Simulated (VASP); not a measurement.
# Ge (P6_3/mmc) in VASP: a series of runs

Ge is run at these levels: PBEsol; tasks: single point, relaxation of cell and atoms.

All numbers are computed with VASP 6.6.1; they aren't measurements. Logs are shortened: lines on timing, memory, paths and dates and some standing lists are left out, and cuts for length are marked.

## (1) The cell of the first run

The structure is hexagonal, space group P6_3/mmc (No. 194). Conventional cell: a = 3.997 Å, b = 3.997 Å, c = 6.596 Å, α = 90.00°, β = 90.00°, γ = 120.00°. Within 3.2 Å of Ge (site symmetry 3m) lie 4 Ge at 2.45 to 2.47 Å.

This isn't the form of Ge at room conditions, which is diamond.

## (2) Single point, PBEsol

INCAR

```
  ALGO = Normal
  EDIFF = 1E-7
  ENCUT = 520
  GGA = PS
  ISIF = 2
  ISMEAR = 0
  KPAR = 4
  LASPH = True
  LCHARG = False
  LREAL = Auto
  LWAVE = False
  NBANDS = 126
  NELM = 60
  PREC = Accurate
  SIGMA = 0.15
```

KPOINTS

```
k-points
0
Gamma
  12 7 4
```

POSCAR

```
Ge
1.0
    1.9984839317     -3.4614757078      0.0000000000
    0.0000000000      0.0000000000     -6.5963651367
   11.9909035900      6.9229514156      0.0000000000
Ge
16
Direct
    0.0000000000      0.9370881434      0.1666666667
    0.5000000000      0.9370881434      0.4166666667
    0.0000000000      0.9370881434      0.6666666667
    0.5000000000      0.9370881434      0.9166666667
    0.5000000000      0.4370881434      0.0833333333
    0.0000000000      0.4370881434      0.3333333333
    0.5000000000      0.4370881434      0.5833333333
    0.0000000000      0.4370881434      0.8333333333
    0.0000000000      0.5629118566      0.1666666667
    0.5000000000      0.5629118566      0.4166666667
    0.0000000000      0.5629118566      0.6666666667
    0.5000000000      0.5629118566      0.9166666667
    0.5000000000      0.0629118566      0.0833333333
    0.0000000000      0.0629118566      0.3333333333
    0.5000000000      0.0629118566      0.5833333333
    0.0000000000      0.0629118566      0.8333333333
```

Potentials or basis: VASP PAW PBE potentials, release 64 (Ge_d).

On the command line:

```sh
$ cat potpaw_PBE.64/Ge_d/POTCAR > POTCAR
$ mpirun -np 4 vasp_std > vasp.out
```

OUTCAR:

```text
EDIFF = 1E-7
   ENCUT = 520
   GGA = PS
   ISIF = 2
   ISMEAR = 0
   LASPH = True
   LREAL = Auto
   NELM = 60
   PREC = Accurate

 ion  position               nearest neighbor table
   1  0.000  0.937  0.167-  14 2.45  13 2.45  13 2.45   9 2.47
   2  0.500  0.937  0.417-  15 2.45  14 2.45  14 2.45  10 2.47
   3  0.000  0.937  0.667-  16 2.45  15 2.45  15 2.45  11 2.47
   4  0.500  0.937  0.917-  13 2.45  16 2.45  16 2.45  12 2.47
   5  0.500  0.437  0.083-  12 2.45   9 2.45   9 2.45  13 2.47
   6  0.000  0.437  0.333-   9 2.45  10 2.45  10 2.45  14 2.47
[... 8 lines left out ...]
  15  0.500  0.063  0.583-   2 2.45   3 2.45   3 2.45   7 2.47
  16  0.000  0.063  0.833-   3 2.45   4 2.45   4 2.45   8 2.47

  LATTYP: Found a simple orthorhombic cell.
 ALAT       =     3.9969678634
 B/A-ratio  =     1.6503423000
 C/A-ratio  =     3.4641016151

  Lattice vectors:

 A1 = (   1.9984839317,  -3.4614757078,   0.0000000000)
 A2 = (   0.0000000000,   0.0000000000,  -6.5963651367)
 A3 = (  11.9909035900,   6.9229514156,   0.0000000000)

Analysis of symmetry for initial positions (statically):
=====================================================================
 Subroutine PRICEL returns following result:

  LATTYP: Found a hexagonal cell.
 ALAT       =     3.9969678634
 C/A-ratio  =     1.6503423000

  Lattice vectors:

 A1 = (   3.9969678634,   0.0000000000,   0.0000000000)
 A2 = (  -1.9984839317,  -3.4614757078,   0.0000000000)
 A3 = (   0.0000000000,   0.0000000000,  -6.5963651367)

   4 primitive cells build up your supercell.

 Routine SETGRP: Setting up the symmetry group for a
 simple orthorhombic supercell.

 Subroutine GETGRP returns: Found  8 space group operations
 (whereof  4 operations were pure point group operations)
 out of a pool of  8 trial point group operations.

The static configuration has the point symmetry C_2h.
 The point group associated with its full space group is D_2h.

Analysis of symmetry for dynamics (positions and initial velocities):
=====================================================================
 Subroutine PRICEL returns following result:

  LATTYP: Found a hexagonal cell.
 ALAT       =     3.9969678634
 C/A-ratio  =     1.6503423000

  Lattice vectors:

 A1 = (   3.9969678634,   0.0000000000,   0.0000000000)
 A2 = (  -1.9984839317,  -3.4614757078,   0.0000000000)
 A3 = (   0.0000000000,   0.0000000000,  -6.5963651367)

   4 primitive cells build up your supercell.

 Routine SETGRP: Setting up the symmetry group for a
 simple orthorhombic supercell.

 Subroutine GETGRP returns: Found  8 space group operations
 (whereof  4 operations were pure point group operations)
 out of a pool of  8 trial point group operations.

The dynamic configuration has the point symmetry C_2h.
 The point group associated with its full space group is D_2h.

 Subroutine INISYM returns: Found  8 space group operations
 (whereof  4 operations are pure point group operations),
 and found     4 'primitive' translations

----------------------------------------------------------------------------------------

                                     Primitive cell

  volume of cell :      91.2634

  direct lattice vectors                    reciprocal lattice vectors
     3.996967863  0.000000000  0.000000000     0.250189652 -0.144447063  0.000000000
    -1.998483932 -3.461475708  0.000000000     0.000000000 -0.288894126  0.000000000
     0.000000000  0.000000000 -6.596365137     0.000000000  0.000000000 -0.151598642

  length of vectors
     3.996967863  3.996967863  6.596365137     0.288894126  0.288894126  0.151598642

  position of ions in fractional coordinates (direct lattice)
     0.333333333  0.666666667  0.937088143
     0.666666667  0.333333333  0.437088143
     0.333333333  0.666666667  0.562911857
     0.666666667  0.333333333  0.062911857

  ion indices of the primitive-cell ions
   primitive index   ion index
                 1           1
                 2           6
                 3           9
                 4          14

----------------------------------------------------------------------------------------

 KPOINTS: k-points

Automatic generation of k-mesh.
 Grid dimensions read from file:
 generate k-points for:   12    7    4

 Generating k-lattice:

  Cartesian coordinates                     Fractional coordinates (reciprocal lattice)
     0.010424569 -0.018055883  0.000000000     0.083333333  0.000000000  0.000000000
     0.000000000  0.000000000 -0.021656949     0.000000000  0.142857143  0.000000000
     0.015636853  0.009027941  0.000000000     0.000000000  0.000000000  0.250000000

  Length of vectors
     0.020849138  0.021656949  0.018055883

  Shift w.r.t. Gamma in fractional coordinates (k-lattice)
     0.000000000  0.000000000  0.000000000

 Subroutine IBZKPT returns following result:
 ===========================================

 Found     84 irreducible k-points:

 Following reciprocal coordinates:
            Coordinates               Weight
  0.000000  0.000000  0.000000      1.000000
  0.083333  0.000000  0.000000      2.000000
  0.166667  0.000000  0.000000      2.000000
  0.250000  0.000000  0.000000      2.000000
  0.333333  0.000000  0.000000      2.000000
  0.416667  0.000000  0.000000      2.000000
[... 16 lines left out ...]
  0.083333  0.428571  0.000000      4.000000
  0.166667  0.428571  0.000000      4.000000
 [... further k-points ...]
   k-points           NKPTS =     84   k-points in BZ     NKDIM =     84   number of bands    NBANDS=    126
   number of dos      NEDOS =    301   number of ions     NIONS =     16
   total plane-waves  NPLWV = 162000
   dimension x,y,z NGX =    30 NGY =   50 NGZ =  108
   dimension x,y,z NGXF=    60 NGYF=  100 NGZF=  216
   ions per type =              16
   NGX,Y,Z   is equivalent  to a cutoff of  12.48, 12.60, 12.97 a.u.
   NGXF,Y,Z  is equivalent  to a cutoff of  24.96, 25.20, 25.93 a.u.
 SYSTEM =  unknown system
   PREC   = accura    normal or accurate (medium, high low for compatibility)
   ISTART =      0    job   : 0-new  1-cont  2-samecut
   ICHARG =      2    charge: 1-file 2-atom 10-const
   ISPIN  =      1    spin polarized calculation?
   LNONCOLLINEAR =      F non collinear calculations
   LSORBIT =      F    spin-orbit coupling
   LASPH  =      T    aspherical Exc in radial PAW
   ENCUT  =  520.0 eV  38.22 Ry    6.18 a.u.   7.43 12.26 25.74*2*pi/ulx,y,z
   NELM   =     60;   NELMIN=  2; NELMDL= -5     # of ELM steps
   EDIFF  = 0.1E-06   stopping-criterion for ELM
   LREAL  =      T    real-space projection
   EDIFFG = 0.1E-05   stopping-criterion for IOM
   NSW    =      0    number of steps for IOM
   IBRION =     -1    ionic relax: 0-MD 1-quasi-New 2-CG
   NFREE  =      0    steps in history (QN), initial steepest desc. (CG)
   ISIF   =      2    stress and relaxation
   ISYM   =      2    0-nonsym 1-usesym 2-fastsym
   POTIM  = 0.5000    time-step for ionic-motion
   TEBEG  =    0.0;   TEEND  =   0.0 temperature during run
   PSTRESS=    0.0 pullay stress
   NELECT =     224.0000    total number of electrons
   NUPDOWN=      -1.0000    fix difference up-down
   EMIN   =  10.00;   EMAX   =-10.00  energy-range for DOS
   EFERMI =   0.00;   METHOD = LEGACY
   ISMEAR =     0;   SIGMA  =   0.15  broadening in eV -4-tet -1-fermi 0-gaus
   EFERMI_NEDOS =   21; number of points for ismear=-14 and -15
   IALGO  =     38    algorithm
   IMIX   =      4    mixing-type and parameters
     AMIX     =   0.40;   BMIX     =  1.00
     AMIX_MAG =   1.60;   BMIX_MAG =  1.00
  volume/ion in A,a.u.               =      22.82       153.97
  Fermi-wavevector in a.u.,A,eV,Ry     =   1.391144  2.628880 26.331090  1.935281
  Thomas-Fermi vector in A             =   2.515011
   LORBIT       =      0    0 simple, 1 ext, 2 COOP (PROOUT), +10 PAW based schemes
   GGA     = PS    functional components
   LHFCALC =     F    Hartree Fock is set to
   AEXX    =    0.0000 exact exchange contribution
   IVDW    =     0    specifies the selected vdW correction
   LEPSILON=     F    determine dielectric tensor
   LRPA    =     F    only Hartree local field effects (RPA)
 non-spin polarized calculation
 Gauss-broadening in eV      SIGMA  =   0.15
  energy-cutoff  :      520.00
  volume of cell :      365.05
 maximum number of plane-waves:      9885
 NGX is ok and might be reduce to    30
   NGX = 15   NGY = 25   NGZ = 51

 number of electron     223.9999921 magnetization

 Free energy of the ion-electron system (eV)
  ---------------------------------------------------
  ext. energy  EPLUGINS =         0.00000000
  ---------------------------------------------------
  free energy    TOTEN  =       -78.74813637 eV

  energy without entropy =      -78.74355795  energy(sigma->0) =      -78.74584716

 E-fermi :   4.8962     XC(G=0): -10.0865

 val. band max:        4.8642481523   @ k =  -0.0000   0.0000   0.2500
 cond. band min:       4.9591978130   @ k =   0.0000   0.0000   0.0000
 fundamental gap:      0.0949496607
 Fermi energy:         4.8961627407

 k-point     1 :       0.0000    0.0000    0.0000
  band No.  band energies     occupation
      1     -20.0240      2.00000
      2     -20.0240      2.00000
      3     -20.0197      2.00000
      4     -20.0150      2.00000
      5     -20.0129      2.00000
      6     -20.0129      2.00000
[... 116 lines left out ...]
    123       7.5724      0.00000
    124       8.0959      0.00000

 k-point     2 :       0.0833    0.0000    0.0000
  band No.  band energies     occupation
      1     -20.0237      2.00000
      2     -20.0237      2.00000
      3     -20.0200      2.00000
      4     -20.0180      2.00000
      5     -20.0156      2.00000
      6     -20.0156      2.00000
[... 2910 lines left out ...]
    123       7.9125      0.00000
    124       7.9181      0.00000

 [... further k-points ...]

 [bands above 124 left out]

------------------------ aborting loop because EDIFF is reached ----------------------------------------

  FORCE on cell =-STRESS in cart. coord.  units (eV):
  Direction    XX          YY          ZZ          XY          YZ          ZX
  --------------------------------------------------------------------------------------
  -------------------------------------------------------------------------------------
  Total       -0.1770249     -0.1871756     -0.1836048      0.0087908      0.0000000      0.0000000
  in kB       -0.7769414     -0.8214919     -0.8058201      0.0385819      0.0000000      0.0000000
  external PRESSURE =      -0.8014178 kB  Pullay stress =       0.0000000 kB

 VOLUME and BASIS-vectors are now :
 -----------------------------------------------------------------------------
  energy-cutoff  :      520.00
  volume of cell :      365.05
      direct lattice vectors                 reciprocal lattice vectors
     1.998483932 -3.461475708  0.000000000     0.125094826 -0.216670595  0.000000000
     0.000000000  0.000000000 -6.596365137     0.000000000  0.000000000 -0.151598642
    11.990903590  6.922951416  0.000000000     0.062547413  0.036111766  0.000000000

 POSITION                                       TOTAL-FORCE (eV/Angst)
 -----------------------------------------------------------------------------------
      1.99848      1.15383     -6.18138         0.000050      0.000029     -0.006468
      5.99545      1.15383     -6.18138         0.000050      0.000029     -0.006468
      7.99394      4.61530     -6.18138         0.000050      0.000029     -0.006468
     11.99090      4.61530     -6.18138         0.000050      0.000029     -0.006468
      1.99848     -1.15383     -2.88319        -0.000050     -0.000029     -0.006468
      3.99697      2.30765     -2.88319        -0.000050     -0.000029     -0.006468
[... 8 lines left out ...]
      7.99394      2.30765     -0.41499        -0.000050     -0.000029      0.006468
      9.99242      5.76913     -0.41499        -0.000050     -0.000029      0.006468
 -----------------------------------------------------------------------------------
    total drift:                                0.000000      0.000000     -0.000000

  FREE ENERGIE OF THE ION-ELECTRON SYSTEM (eV)
  ---------------------------------------------------
  free  energy   TOTEN  =       -78.7481363723 eV

  energy  without entropy=      -78.7435579544  energy(sigma->0) =      -78.74584716
```

Wall time 14 min (4 MPI ranks of Intel Xeon 6975P-C (Granite Rapids), shared host); peak memory 2 GiB.

Results:

```
Free energy            : -78.7481 eV
Pressure               : -0.1 GPa
Largest force          : 0.006 eV/Å
Band gap on the k mesh : zero (bands 112 and 113 overlap by 0.04 eV)
```

Forces in eV/Å, atoms in the order of the input:
```
Ge   0.000  0.000 -0.006
Ge   0.000  0.000 -0.006
Ge   0.000  0.000 -0.006
Ge   0.000  0.000 -0.006
Ge   0.000  0.000 -0.006
Ge   0.000  0.000 -0.006
Ge   0.000  0.000 -0.006
Ge   0.000  0.000 -0.006
Ge   0.000  0.000  0.006
Ge   0.000  0.000  0.006
Ge   0.000  0.000  0.006
Ge   0.000  0.000  0.006
Ge   0.000  0.000  0.006
Ge   0.000  0.000  0.006
Ge   0.000  0.000  0.006
Ge   0.000  0.000  0.006
```

Caveat: semilocal functionals underestimate gaps, and a narrow one can read as zero; the PAW data sets were made with another functional, which shifts forces and pressure a little.

## (3) Single point, PBEsol (biaxial strain in the a-b plane: +3.0 %, then relaxed in part)

INCAR

```
PREC = Accurate
ENCUT = 520
EDIFF = 1E-6
ISMEAR = 0
SIGMA = 0.1
LREAL = F
LASPH = T
NELM = 100
ALGO = Normal
ISIF = 2
LWAVE = F
LCHARG = F
GGA = PS
NBANDS = 36
```

KPOINTS

```
Automatic mesh
0
Gamma
  18 18 8
```

POSCAR

```
Ge
1.0
    4.1168768976      0.0000000000      0.0000000000
   -2.0584384488      3.5653199776      0.0000000000
    0.0000000000      0.0000000000      6.5391625269
Ge
4
Direct
    0.6666666667      0.3333333333      0.0603504573
    0.3333333333      0.6666666667      0.5603504573
    0.6666666667      0.3333333333      0.4396495427
    0.3333333333      0.6666666667      0.9396495427
```

Potentials or basis: VASP PAW PBE potentials, release 64 (Ge_d).

On the command line:

```sh
$ cat potpaw_PBE.64/Ge_d/POTCAR > POTCAR
$ mpirun -np 1 vasp_std > vasp.out
```

Run time: 8.6 min. Hardware: 1 thread of Intel Xeon 8259CL, shared host; peak memory 0.54 GiB.

It converged, with:

```
Free energy            : -19.6033 eV
Pressure               : -3.0 GPa
Band gap on the k mesh : zero (bands 28 and 29 overlap by 0.35 eV)
```

Stress tensor (GPa, compression positive):
```
-4.50  0.00  0.00
 0.00 -4.50  0.00
 0.00  0.00 -0.12
```

Levels at points of the mesh, in eV from the Fermi level:
```tsv
k point	band 24	band 25	band 26	band 27	band 28	band 29	band 30	band 31	band 32	band 33
(0.00, 0.00, 0.00)	-1.50	-1.50	-0.58	-0.34	0.12	0.15	0.15	2.19	2.19	3.08
(0.50, 0.00, 0.00)	-6.45	-4.24	-2.95	-2.53	-1.26	0.41	1.66	3.74	3.79	4.67
(0.00, 0.00, 0.50)	-4.49	-0.86	-0.86	-0.86	-0.86	0.29	0.29	3.29	3.29	3.29
(0.50, 0.00, 0.50)	-7.60	-2.27	-2.27	-2.16	-2.16	0.60	0.60	2.23	2.23	6.15
```

Caveat: the cell differs from its parent crystal (biaxial strain in the a-b plane: +3.0 %, then relaxed in part); the cell stands under tension; semilocal functionals underestimate gaps, and a narrow one can read as zero; the PAW data sets were made with another functional, which shifts forces and pressure a little.

## (4) Single point, PBEsol (biaxial strain in the a-b plane: +4.5 %)

INCAR

```
ALGO = Normal ; EDIFF = 1E-6
ENCUT = 520 ; GGA = PS
ISIF = 2 ; ISMEAR = 0
LASPH = T ; LCHARG = F
LREAL = F ; LWAVE = F
NBANDS = 36 ; NELM = 60
PREC = Accurate ; SIGMA = 0.1
```

KPOINTS

```
k-points
0
Gamma
  18 18 8
```

POSCAR

```
Ge
1.0
    4.1768314156      0.0000000000      0.0000000000
   -2.0884157078      3.6172421132      0.0000000000
    0.0000000000      0.0000000000      6.4182632860
Ge
4
Direct
    0.6666666667      0.3333333333      0.0603504573
    0.3333333333      0.6666666667      0.5603504573
    0.6666666667      0.3333333333      0.4396495427
    0.3333333333      0.6666666667      0.9396495427
```

On the command line:

```sh
$ cat potpaw_PBE.64/Ge_d/POTCAR > POTCAR
$ mpirun -np 1 vasp_std > vasp.out
```

Run time: 8.7 min. Hardware: 1 thread of Intel Xeon 8259CL, shared host; peak memory 0.53 GiB.

The run converged. Its results:

| Item | Value |
| --- | --- |
| Free energy | -19.4925 eV |
| Pressure | -3.2 GPa |
| Largest force | 0.312 eV/Å |
| Band gap on the k mesh | zero (bands 28 and 29 overlap by 0.37 eV) |

Forces in eV/Å, atoms in the order of the input:
```
Ge   0.000  0.000 -0.312
Ge   0.000  0.000 -0.312
Ge   0.000  0.000  0.312
Ge   0.000  0.000  0.312
```

Stress tensor (GPa, compression positive):
```
-6.35  0.00  0.00
 0.00 -6.35  0.00
 0.00  0.00  3.13
```

Levels at points of the mesh, in eV from the Fermi level:
```
           k point  band 25  band 26  band 27  band 28  band 29  band 30  band 31  band 32
(0.00, 0.00, 0.00)    -1.60    -0.83    -0.42     0.11     0.22     0.22     2.04     2.04
(0.50, 0.00, 0.00)    -4.21    -2.98    -2.53    -1.13     0.31     1.75     3.63     3.85
(0.00, 0.00, 0.50)    -0.91    -0.91    -0.91    -0.91     0.17     0.17     3.23     3.23
(0.50, 0.00, 0.50)    -2.25    -2.25    -2.01    -2.01     0.63     0.63     2.39     2.39
```

Caveat: the cell differs from its parent crystal (biaxial strain in the a-b plane: +4.5 %); the stress differs along the axes, from -6 to 3 GPa; semilocal functionals underestimate gaps, and a narrow one can read as zero; the PAW data sets were made with another functional, which shifts forces and pressure a little.

(Continued in part 2 of 2.)

The gap in the log of VASP goes by the Fermi energy; the results here count the filled bands.